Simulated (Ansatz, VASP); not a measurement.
One calculation of TiO, two programs

```xyz
2
Lattice="2.4819 0.0000 0.0000 -1.2409 2.1493 0.0000 0.0000 0.0000 2.7938" Properties=species:S:1:pos:R:3 pbc="T T T"
Ti    1.2409    0.7164    0.0000
O     0.0000    0.0000    1.3969
```

Change from the starting cell: normal strain along x -0.1100, normal strain along y -0.1100.

Alike in both runs: task single point; functional PBEsol; k mesh 18 × 18 × 16; occupations gaussian, width 0.15 eV; no spin polarisation.

```csv
,VASP,Ansatz
version,VASP 6.6.1,Ansatz 0.2.0
potentials or method,"VASP PAW PBE potentials, release 64 (Ti_sv, O), cutoff 520 eV","scalar-relativistic, plane waves, PAW"
valence electrons in the cell,18,18
```

```csv
,VASP,Ansatz,Ansatz less VASP
gap on the k mesh at the Fermi level (eV),0.12,0.12,0.000
least direct gap on the mesh (eV),0.16,0.17,+0.010
pressure (GPa),96.0,94.6,-1.35
"traceless stress, the component that is largest in VASP (GPa)",-36.99,-37.61,-0.617
```

VASP's potentials were made for PBE, not for PBEsol, and Ansatz warns of the same on its side. Both programs put the cell under a high pressure, so it lies far from rest at this level.

Noted on VASP's run: the cell as given lies far from equilibrium.
